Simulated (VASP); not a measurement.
Input of a VASP 6.6.1 run:

Contents of INCAR:

```
PREC = Accurate
ENCUT = 520
EDIFF = 1E-6
ISMEAR = 0
SIGMA = 0.2
LREAL = F
LASPH = T
NELM = 100
ALGO = Fast
ISIF = 2
LWAVE = F
LCHARG = F
GGA = PE
NBANDS = 93
```

KPOINTS

```
Automatic mesh
0
Gamma
  6 6 1
```

Contents of POSCAR:

```
Cu6Ru
1.0
    2.6915403083      0.0000000000      0.0000000000
    0.0000000000      2.6915403083      0.0000000000
    0.0000000000      0.0000000000     23.8437345576
Cu Ru
12 2
Direct
    0.5000000000      0.0000000000      0.3252533802
    0.0000000000      0.5000000000      0.3950080348
    0.0000000000      0.5000000000      0.5350032892
    0.5000000000      0.0000000000      0.4649967108
    0.0000000000      0.5000000000      0.6747466198
    0.5000000000      0.0000000000      0.6049919652
    0.5000000000      0.0000000000      0.8843723268
    0.0000000000      0.5000000000      0.8145546766
    0.5000000000      0.0000000000      0.7446367508
    0.0000000000      0.5000000000      0.1156276732
    0.5000000000      0.0000000000      0.1854453234
    0.0000000000      0.5000000000      0.2553632492
    0.0000000000      0.5000000000      0.9638814763
    0.5000000000      0.0000000000      0.0361185237
```

Potentials or basis: VASP PAW PBE potentials, release 64 (Cu, Ru_pv).

Run with:

```bash
$ cat potpaw_PBE.64/Cu/POTCAR potpaw_PBE.64/Ru_pv/POTCAR > POTCAR
$ mpirun -np 1 vasp_std > vasp.out
```

**Question.** Estimate the largest force.

**Answer.** 0.018 eV/Å.

**Question.** Estimate the pressure.

**Answer.** 0.7 GPa.

**Question.** What does it give for the band gap on the k mesh?

**Answer.** Zero (bands 80 and 81 overlap by 2.94 eV).

Forces in eV/Å, atoms in the order of the input:
```
Cu   0.000  0.000 -0.004
Cu   0.000  0.000 -0.004
Cu   0.000  0.000 -0.013
Cu   0.000  0.000  0.013
Cu   0.000  0.000  0.004
Cu   0.000  0.000  0.004
Cu   0.000  0.000  0.013
Cu   0.000  0.000 -0.018
Cu   0.000  0.000  0.009
Cu   0.000  0.000 -0.013
Cu   0.000  0.000  0.018
Cu   0.000  0.000 -0.009
Ru   0.000  0.000 -0.007
Ru   0.000  0.000  0.007
```

Caveat: the k points lie up to 0.39 Å⁻¹ apart, too coarse for converged energies and pressures of a metal.
